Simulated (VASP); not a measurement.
Runs of VASP 6.6.1 on MnS. The structure is that of space group F-43m (No. 216), or close to it. The cells are those of the table. 

| task | level | potentials or basis | U | fixed moment (μB) | cell | k mesh | cutoff (eV) | smearing | gap on the mesh (eV) | pressure (GPa) | moment (μB) |
| --- | --- | --- | --- | --- | --- | --- | --- | --- | --- | --- | --- |
| single point | PBE | VASP PAW PBE potentials, release 64 (Mn_sv, S) | - | 4.0 | a = 3.498 Å, angles 60.0°, 2 atoms | 8 × 8 × 8 | 680 | fermi-dirac 0.05 eV | - | 37.6 | 4.00 |
| single point | PBEsol+U | VASP PAW PBE potentials, release 64 (Mn_sv, S) | Mn d U = 3.0 eV | - | a = 3.991 Å, angles 60.0°, 2 atoms | 9 × 9 × 9 | 680 | fermi-dirac 0.05 eV | 0.86 | -0.4 | 5.00 |
| single point | PBE | VASP PAW PBE potentials, release 64 (Mn_pv, S) | - | - | a = 3.498 Å, angles 60.0°, 2 atoms | 9 × 9 × 9 | 520 | gaussian 0.027 eV | none | 3.0 | (a) |
| single point | PBE | VASP PAW PBE potentials, release 64 (Mn_sv, S) | - | - | a = 3.498 Å, angles 60.0°, 2 atoms | 9 × 9 × 9 | 680 | gaussian 0.014 eV | none | 2.1 | 1.03 |
| vibrations by perturbation theory | PBEsol | VASP PAW PBE potentials, release 64 (Mn_pv, S) | - | - | a = 3.498 Å, angles 60.0°, 2 atoms | 7 × 7 × 7 | 520 | fermi-dirac 0.05 eV | - | - | 0.26 |
| single point | PBEsol | VASP PAW PBE potentials, release 64 (Mn_sv, S) | - | 4.0 | a = 3.498 Å, angles 60.0°, 2 atoms | 8 × 8 × 8 | 680 | fermi-dirac 0.05 eV | - | 32.1 | 4.00 |
| single point | PBEsol | VASP PAW PBE potentials, release 64 (Mn_sv, S) | - | 1.0 | a = 3.498 Å, angles 60.0°, 2 atoms | 8 × 8 × 8 | 680 | fermi-dirac 0.05 eV | - | -0.6 | 1.00 |
| single point | PBEsol | VASP PAW PBE potentials, release 64 (Mn_sv, S) | - | 3.0 | a = 3.498 Å, angles 60.0°, 2 atoms | 8 × 8 × 8 | 680 | fermi-dirac 0.05 eV | - | 17.5 | 3.00 |
| single point | PBEsol+U | VASP PAW PBE potentials, release 64 (Mn_sv, S) | Mn d U = 1.0 eV | - | a = 3.955 Å, angles 60.0°, 2 atoms | 9 × 9 × 9 | 680 | fermi-dirac 0.05 eV | 0.05 | -0.3 | 4.99 |
| single point | r2SCAN | VASP PAW PBE potentials, release 64 (Mn_pv, S) | - | - | a = 3.567 Å, angles 60.0°, 2 atoms | 9 × 9 × 9 | 520 | fermi-dirac 0.05 eV | none | (b) | 0.90 |
| single point | PBE | VASP PAW PBE potentials, release 64 (Mn_sv, S) | - | 1.0 | a = 3.498 Å, angles 60.0°, 2 atoms | 8 × 8 × 8 | 680 | fermi-dirac 0.05 eV | - | (c) | 1.00 |

Alike in all rows: spin collinear, ferromagnetic start.

Problem. Estimate the missing entries.

Solution. (a) 0.23; (b) -5.1; (c) 5.1.

Caveats: a cell with one magnetic atom can't hold antiferromagnetic order, which such compounds often take (at least some runs); the PAW data sets were made with another functional, which shifts forces and pressure a little (at least some runs); the total moment is fixed, so each spin has its own Fermi level and the state may be an excited one (at least some runs); the cell stands under pressure (at least some runs); semilocal functionals often make such compounds metallic where correlation or magnetic order opens a gap, which also shifts bond lengths (at least some runs); an odd mesh through Γ misses points on the zone boundary, where band edges can lie (at least some runs); the cell stands under pressure or tension, which shifts response properties (at least some runs).

A gap of «none» marks levels without a gap at the run's occupations.

The runs don't all hold the same shells in valence.
